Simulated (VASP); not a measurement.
# Mo6C in VASP: further runs, part 3 of 3

VASP 6.6.1. Earlier steps stand in the parts before.

### 6 Single point, PBE

INCAR

```
SYSTEM = Mo6C
PREC = Accurate ; ENCUT = 520
EDIFF = 1E-6 ; ISMEAR = 0
SIGMA = 0.1 ; LREAL = .FALSE.
LASPH = .TRUE. ; NELM = 60
ALGO = Normal ; ISIF = 2
LWAVE = .FALSE. ; LCHARG = .TRUE.
LDIPOL = .TRUE. ; IDIPOL = 3
DIPOL = 0.5 0.5 0.339 ; GGA = PE
LELF = .TRUE. ; LVHAR = .TRUE.
LVACPOTAV = .TRUE. ; NBANDS = 53
```

KPOINTS

```
Automatic mesh
0
G
  6 6 1
  0 0 0
```

POSCAR

```
Mo6C
1.0
    4.4695765307      0.0000000000      0.0000000000
   -2.2347882654      3.8707668198      0.0000000000
    0.0000000000      0.0000000000     19.7595667302
Mo C
6 1
Direct
    0.6666666667      0.3333333333      0.2024335885
    0.3333333334      0.6666666667      0.2486060831
    0.0000000000      0.0000000000      0.2947785778
    0.6666666667      0.3333333333      0.3368821123
    0.3333333334      0.6666666667      0.3779725567
    0.0000000000      0.0000000000      0.4180034331
    0.1111111111      0.2222222222      0.4965452446
```

Potentials or basis: VASP PAW PBE potentials, release 64 (Mo_sv, C).

On the command line:

```console
$ cat potpaw_PBE.64/Mo_sv/POTCAR potpaw_PBE.64/C/POTCAR > POTCAR
$ mpirun -np 1 vasp_std > vasp.out
```

OUTCAR:

```text
SYSTEM = Mo6C
   PREC = Accurate
   ENCUT = 520
   EDIFF = 1E-6
   ISMEAR = 0
   LREAL = .FALSE.
   LASPH = .TRUE.
   NELM = 60
   ISIF = 2
   GGA = PE

 ion  position               nearest neighbor table
   1  0.667  0.333  0.202-   4 2.66   2 2.74   2 2.74   2 2.74   3 3.16   3 3.16   3 3.16
   2  0.333  0.667  0.249-   5 2.56   1 2.74   1 2.74   1 2.74   3 2.74   3 2.74   3 2.74   4 3.11
                             4 3.11   4 3.11
   3  0.000  0.000  0.295-   6 2.43   4 2.71   4 2.71   4 2.71   2 2.74   2 2.74   2 2.74   5 3.06
                             5 3.06   5 3.06   1 3.16   1 3.16   1 3.16
   4  0.667  0.333  0.337-   1 2.66   5 2.71   5 2.71   5 2.71   3 2.71   3 2.71   3 2.71   6 3.04
                             6 3.04   6 3.04   2 3.11   2 3.11   2 3.11
   5  0.333  0.667  0.378-   2 2.56   6 2.70   6 2.70   6 2.70   4 2.71   4 2.71   4 2.71   3 3.06
                             3 3.06   3 3.06
   6  0.000  0.000  0.418-   7 1.77   3 2.43   5 2.70   5 2.70   5 2.70   4 3.04   4 3.04   4 3.04

   7  0.111  0.222  0.497-   6 1.77

  LATTYP: Found a hexagonal cell.
 ALAT       =     4.4695765307
 C/A-ratio  =     4.4209035452

  Lattice vectors:

 A1 = (   4.4695765307,   0.0000000000,   0.0000000000)
 A2 = (  -2.2347882654,   3.8707668198,   0.0000000000)
 A3 = (   0.0000000000,   0.0000000000,  19.7595667302)

Analysis of symmetry for initial positions (statically):
=====================================================================
 Subroutine PRICEL returns:
 Original cell was already a primitive cell.

 Routine SETGRP: Setting up the symmetry group for a
 hexagonal supercell.

 Subroutine GETGRP returns: Found  2 space group operations
 (whereof  2 operations were pure point group operations)
 out of a pool of 24 trial point group operations.

The static configuration has the point symmetry C_1h.

Analysis of symmetry for dynamics (positions and initial velocities):
=====================================================================
 Subroutine PRICEL returns:
 Original cell was already a primitive cell.

 Routine SETGRP: Setting up the symmetry group for a
 hexagonal supercell.

 Subroutine GETGRP returns: Found  2 space group operations
 (whereof  2 operations were pure point group operations)
 out of a pool of 24 trial point group operations.

The dynamic configuration has the point symmetry C_1h.

 Subroutine INISYM returns: Found  2 space group operations
 (whereof  2 operations are pure point group operations),
 and found     1 'primitive' translations

----------------------------------------------------------------------------------------

                                     Primitive cell

  volume of cell :     341.8541

  direct lattice vectors                    reciprocal lattice vectors
     4.469576531  0.000000000  0.000000000     0.223734842  0.129173371  0.000000000
    -2.234788265  3.870766820  0.000000000     0.000000000  0.258346743  0.000000000
     0.000000000  0.000000000 19.759566730     0.000000000  0.000000000  0.050608397

  length of vectors
[... 58 lines left out ...]
  0.333333  0.166667  0.000000      4.000000
 -0.166667  0.500000  0.000000      4.000000
  0.500000  0.333333  0.000000      4.000000
  0.333333  0.333333  0.000000      2.000000
   k-points           NKPTS =     13   k-points in BZ     NKDIM =     13   number of bands    NBANDS=     53
   number of dos      NEDOS =    301   number of ions     NIONS =      7
   total plane-waves  NPLWV = 194400
   dimension x,y,z NGX =    36 NGY =   36 NGZ =  150
   dimension x,y,z NGXF=    72 NGYF=   72 NGZF=  300
   ions per type =               6   1
   NGX,Y,Z   is equivalent  to a cutoff of  13.39, 13.39, 12.62 a.u.
   NGXF,Y,Z  is equivalent  to a cutoff of  26.78, 26.78, 25.24 a.u.
 SYSTEM =  Mo6C
   PREC   = accura    normal or accurate (medium, high low for compatibility)
   ISTART =      0    job   : 0-new  1-cont  2-samecut
   ICHARG =      2    charge: 1-file 2-atom 10-const
   ISPIN  =      1    spin polarized calculation?
   LNONCOLLINEAR =      F non collinear calculations
   LSORBIT =      F    spin-orbit coupling
   LASPH  =      T    aspherical Exc in radial PAW
   ENCUT  =  520.0 eV  38.22 Ry    6.18 a.u.   8.31  8.31 36.74*2*pi/ulx,y,z
   NELM   =     60;   NELMIN=  2; NELMDL= -5     # of ELM steps
   EDIFF  = 0.1E-05   stopping-criterion for ELM
   LREAL  =      F    real-space projection
   EDIFFG = 0.1E-04   stopping-criterion for IOM
   NSW    =      0    number of steps for IOM
   IBRION =     -1    ionic relax: 0-MD 1-quasi-New 2-CG
   NFREE  =      0    steps in history (QN), initial steepest desc. (CG)
   ISIF   =      2    stress and relaxation
   ISYM   =      2    0-nonsym 1-usesym 2-fastsym
   POTIM  = 0.5000    time-step for ionic-motion
   TEBEG  =    0.0;   TEEND  =   0.0 temperature during run
   PSTRESS=    0.0 pullay stress
   NELECT =      88.0000    total number of electrons
   NUPDOWN=      -1.0000    fix difference up-down
   EMIN   =  10.00;   EMAX   =-10.00  energy-range for DOS
   EFERMI =   0.00;   METHOD = LEGACY
   ISMEAR =     0;   SIGMA  =   0.10  broadening in eV -4-tet -1-fermi 0-gaus
   EFERMI_NEDOS =   21; number of points for ismear=-14 and -15
   IALGO  =     38    algorithm
   IMIX   =      4    mixing-type and parameters
     AMIX     =   0.40;   BMIX     =  1.00
     AMIX_MAG =   1.60;   BMIX_MAG =  1.00
  volume/ion in A,a.u.               =      48.84       329.56
  Fermi-wavevector in a.u.,A,eV,Ry     =   1.041411  1.967981 14.756017  1.084537
  Thomas-Fermi vector in A             =   2.176030
   LORBIT       =      0    0 simple, 1 ext, 2 COOP (PROOUT), +10 PAW based schemes
   GGA     = PE    functional components
   LHFCALC =     F    Hartree Fock is set to
   AEXX    =    0.0000 exact exchange contribution
   IVDW    =     0    specifies the selected vdW correction
   LEPSILON=     F    determine dielectric tensor
   LRPA    =     F    only Hartree local field effects (RPA)
 non-spin polarized calculation
 Gauss-broadening in eV      SIGMA  =   0.10
  energy-cutoff  :      520.00
  volume of cell :      341.85
 maximum number of plane-waves:      9223
 NGX is ok and might be reduce to    36
   NGX = 17   NGY = 17   NGZ = 73

 dipolmoment           0.000000      0.000000     -0.273903 electrons x Angstroem

 number of electron      88.0000006 magnetization

 dipolmoment           0.000000      0.000000      0.282187 electrons x Angstroem

 Free energy of the ion-electron system (eV)
  ---------------------------------------------------
  ext. energy  EPLUGINS =         0.00000000
  ---------------------------------------------------
  free energy    TOTEN  =       -64.33635490 eV

  energy without entropy =      -64.28992351  energy(sigma->0) =      -64.31313921

 E-fermi :   0.0463     XC(G=0):  -5.1098

 val. band max:        0.0461818540   @ k =   0.1667   0.1667   0.0000
 cond. band min:       0.0662975146   @ k =  -0.3333   0.1667   0.0000
 fundamental gap:      0.0201156606
 Fermi energy:         0.0462541562

 k-point     1 :       0.0000    0.0000    0.0000
  band No.  band energies     occupation
      1     -61.1188      2.00000
      2     -60.8937      2.00000
      3     -60.8373      2.00000
      4     -60.7890      2.00000
      5     -60.6752      2.00000
      6     -60.2100      2.00000
[... 717 lines left out ...]
     52       1.5820      0.00000
     53       1.7026      0.00000

------------------------ aborting loop because EDIFF is reached ----------------------------------------

  FORCE on cell =-STRESS in cart. coord.  units (eV):
  Direction    XX          YY          ZZ          XY          YZ          ZX
  --------------------------------------------------------------------------------------
  -------------------------------------------------------------------------------------
  Total       -2.8357645     -3.1522810      1.1265842      0.0000000      1.8441740     -0.0000000
  in kB      -13.2904579    -14.7738846      5.2799942      0.0000000      8.6431427     -0.0000000
  external PRESSURE =      -7.5947828 kB  Pullay stress =       0.0000000 kB

 VOLUME and BASIS-vectors are now :
 -----------------------------------------------------------------------------
  energy-cutoff  :      520.00
  volume of cell :      341.85
      direct lattice vectors                 reciprocal lattice vectors
     4.469576531  0.000000000  0.000000000     0.223734842  0.129173371  0.000000000
    -2.234788265  3.870766820  0.000000000     0.000000000  0.258346743  0.000000000
     0.000000000  0.000000000 19.759566730     0.000000000  0.000000000  0.050608397

 POSITION                                       TOTAL-FORCE (eV/Angst)
 -----------------------------------------------------------------------------------
      2.23479      1.29026      4.00000         0.000000     -0.039399      2.174092
      0.00000      2.58051      4.91235        -0.000000      0.056369     -0.401286
      0.00000      0.00000      5.82470        -0.000000      0.079068     -3.220837
      2.23479      1.29026      6.65664         0.000000     -0.322369     -1.087175
      0.00000      2.58051      7.46857         0.000000     -0.408346      0.785157
      0.00000      0.00000      8.25957         0.000000     -0.150157      1.687506
     -0.00000      0.86017      9.81152        -0.000000      0.784833      0.062543
 -----------------------------------------------------------------------------------
    total drift:                               -0.000002     -0.000048     -0.000116

  FREE ENERGIE OF THE ION-ELECTRON SYSTEM (eV)
  ---------------------------------------------------
  free  energy   TOTEN  =       -64.3363549006 eV

  energy  without entropy=      -64.2899235143  energy(sigma->0) =      -64.31313921

 vacuum level on the upper side and lower side of the slab         6.584         3.632
```

It took 5.3 min on 1 thread of Intel Xeon 6975P-C (Granite Rapids), shared host; peak memory 0.55 GiB.

Results:

```yaml
Free_energy: -64.3364 eV
Largest_force: 3.222 eV/Å
Band_gap_on_the_k_mesh: zero (bands 44 and 45 overlap by 0.12 eV)
```

Forces in eV/Å, atoms in the order of the input:
```
Mo   0.000 -0.039  2.174
Mo   0.000  0.056 -0.401
Mo   0.000  0.079 -3.221
Mo   0.000 -0.322 -1.087
Mo   0.000 -0.408  0.785
Mo   0.000 -0.150  1.688
C    0.000  0.785  0.063
```

### 7 Single point, PBE

INCAR

```
SYSTEM = Mo6C
PREC     = Accurate       ! precision mode
ENCUT    = 520            ! plane-wave cutoff, eV
EDIFF    = 1E-6           ! SCF threshold, eV
ISMEAR   = 0              ! smearing method
SIGMA    = 0.1            ! smearing width, eV
LREAL    = .FALSE.        ! projectors in reciprocal space
LASPH    = .TRUE.         ! aspherical terms in the spheres
NELM     = 100            ! most SCF steps
ALGO     = Normal         ! electronic algorithm
ISIF     = 2              ! what is computed and relaxed
LWAVE    = .FALSE.        ! write WAVECAR
LCHARG   = .FALSE.        ! write CHGCAR
LDIPOL   = .TRUE.       
IDIPOL   = 3            
DIPOL    = 0.5 0.5 0.339
GGA      = PE             ! functional
NBANDS   = 53             ! bands
```

KPOINTS

```
regular mesh
0
G
  6 6 1
  0 0 0
```

POSCAR

```
Mo6C
1.0
    4.4695765307      0.0000000000      0.0000000000
   -2.2347882654      3.8707668198      0.0000000000
    0.0000000000      0.0000000000     19.7595667302
Mo C
6 1
Direct
    0.6666666667      0.3333333333      0.2024335885
    0.3333333333      0.6666666666      0.2486060831
    0.0000000000      0.0000000000      0.2947785778
    0.6666666667      0.3333333333      0.3368821123
    0.3333333333      0.6666666666      0.3779725567
    0.0000000000      0.0000000000      0.4180034331
    0.2222222222      0.1111111111      0.4962679307
```

On the command line:

```console
$ cat potpaw_PBE.64/Mo_sv/POTCAR potpaw_PBE.64/C/POTCAR > POTCAR
$ mpirun -np 1 vasp_std > vasp.out
```

Run time: 13 min. Hardware: 1 thread of Intel Xeon Platinum 8259CL at 2.50GHz (Skylake/Cascade Lake), shared host; peak memory 0.54 GiB.

The run converged. Its results:

```yaml
Free_energy: -64.3035 eV
Largest_force: 3.131 eV/Å
Band_gap_on_the_k_mesh: zero (bands 44 and 45 overlap by 0.27 eV)
```

Forces in eV/Å, atoms in the order of the input:
```
Mo  -0.065 -0.038  2.039
Mo   0.017  0.010 -0.344
Mo   0.293  0.169 -3.113
Mo  -0.025 -0.014 -0.899
Mo  -0.430 -0.248  0.791
Mo  -0.362 -0.209  1.458
C    0.571  0.329  0.068
```

Levels at points of the mesh, in eV from the Fermi level:
```csv
k point,band 40,band 41,band 42,band 43,band 44,band 45,band 46,band 47,band 48,band 49
"(0.00, 0.00, 0.00)",-1.36,-1.23,-1.23,-0.95,-0.16,-0.08,0.37,1.12,1.14,1.27
"(0.50, 0.00, 0.00)",-1.61,-1.00,-0.66,-0.42,0.08,0.08,0.42,0.53,1.09,1.20
"(0.00, 0.50, 0.00)",-1.39,-1.16,-0.83,-0.34,0.01,0.17,0.26,0.68,1.24,1.36
```

### 8 Summary

```tsv
cell	gap on the mesh (eV)	largest force (eV/Å)
a = 4.470, b = 4.470, c = 19.760 Å, angles 90.0, 90.0, 120.0°, 7 atoms, atomic positions A	none	3.06
a = 4.470, b = 4.470, c = 19.760 Å, angles 90.0, 90.0, 120.0°, 7 atoms, atomic positions B	-	3.48
a = 4.470, b = 4.470, c = 19.760 Å, angles 90.0, 90.0, 120.0°, 7 atoms, atomic positions C	none	2.90
a = 4.470, b = 4.470, c = 19.760 Å, angles 90.0, 90.0, 120.0°, 7 atoms, atomic positions D	none	1.75
a = 4.470, b = 4.470, c = 19.760 Å, angles 90.0, 90.0, 120.0°, 7 atoms, atomic positions E	none	3.22
a = 4.470, b = 4.470, c = 19.760 Å, angles 90.0, 90.0, 120.0°, 7 atoms, atomic positions F	none	3.13
```

Alike in all rows: task single point; level PBE; potentials or basis VASP PAW PBE potentials, release 64 (Mo_sv, C); no spin polarisation; k mesh 6 × 6 × 1; cutoff (eV) 520; smearing gaussian 0.1 eV.

Total energies depend on the potentials used, so only differences within one code and one set of settings carry meaning.
